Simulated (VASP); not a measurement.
SnTe3:

```
Sn Te
1.0
     0.00000    3.86122    3.86122
     3.86122    0.00000    3.86122
     3.86122    3.86122    0.00000
Sn Te
1 3
Direct
  0.00000 0.00000 0.00000
  0.25000 0.25000 0.25000
  0.75000 0.75000 0.75000
  0.50000 0.50000 0.50000
```

Base run:

| Item | Value |
| --- | --- |
| Program | VASP 6.6.1 |
| Functional | r2SCAN |
| Potentials or basis | VASP PAW PBE potentials, release 64 (Sn_d, Te) |
| Cutoff | 520 eV |
| k mesh | 4 × 4 × 4 |
| Occupations | fermi-dirac, width 0.05 eV |
| Spin | no spin polarisation |

Its results: band gap on the k mesh zero (band 16 reaches 8.04 eV, above the bottom of band 17 at 5.69 eV); pressure 0.4 GPa.

The run is repeated on the same cell with these changes: functional from r2SCAN to BLYP. What comes out?

Band gap on the k mesh zero (band 16 reaches 8.58 eV, above the bottom of band 17 at 6.38 eV); pressure 5.9 GPa.

Caveats: the PAW data sets were made with another functional, which shifts forces and pressure a little; spin-orbit coupling is left out, which moves the levels of the heavy elements.
